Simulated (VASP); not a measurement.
Input of a VASP 6.6.1 run:

The input INCAR:

```
PREC     = Accurate       # precision mode
ENCUT    = 600            # plane-wave cutoff, eV
EDIFF    = 1E-6           # SCF threshold, eV
ISMEAR   = 0              # smearing method
SIGMA    = 0.1            # smearing width, eV
LREAL    = F              # projectors in reciprocal space
LASPH    = T              # aspherical terms in the spheres
NELM     = 100            # most SCF steps
ALGO     = Normal         # electronic algorithm
ISIF     = 3              # what is computed and relaxed
LWAVE    = F              # write WAVECAR
LCHARG   = F              # write CHGCAR
GGA      = PE             # functional
IBRION   = 2              # ionic algorithm
NSW      = 100            # ionic steps
EDIFFG   = -0.01          # ionic threshold
```

File KPOINTS:

```
Automatic mesh
0
Gamma
  8 8 8
```

Contents of POSCAR:

```
SiAs5
1.0
    5.5310116716      0.0000000000      0.0000000000
    0.0000000000      5.5310116716      0.0000000000
    0.0000000000      0.0000000000      5.5310116716
Si As
1 5
Direct
    0.5000000000      0.5000000000      0.5000000000
    0.7430288072      0.7430288072      0.7430288072
    0.2569711928      0.2569711928      0.7430288072
    0.2569711928      0.7430288072      0.2569711928
    0.7430288072      0.2569711928      0.2569711928
    0.0000000000      0.0000000000      0.0000000000
```

Potentials or basis: VASP PAW PBE potentials, release 64 (Si, As).

Run with:

```bash
$ cat potpaw_PBE.64/Si/POTCAR potpaw_PBE.64/As/POTCAR > POTCAR
$ mpirun -np 1 vasp_std > vasp.out
```

(1) What does it give for the relaxed cell?

(2) Estimate the relaxed volume.

(3) Predict the space group after relaxing (to 0.05 Å).

## Answers

(1) a = 5.548 Å, b = 5.548 Å, c = 5.548 Å, α = 90.00°, β = 90.00°, γ = 90.00°.

(2) 28.45 Å³/atom.

(3) P-43m (No. 215).
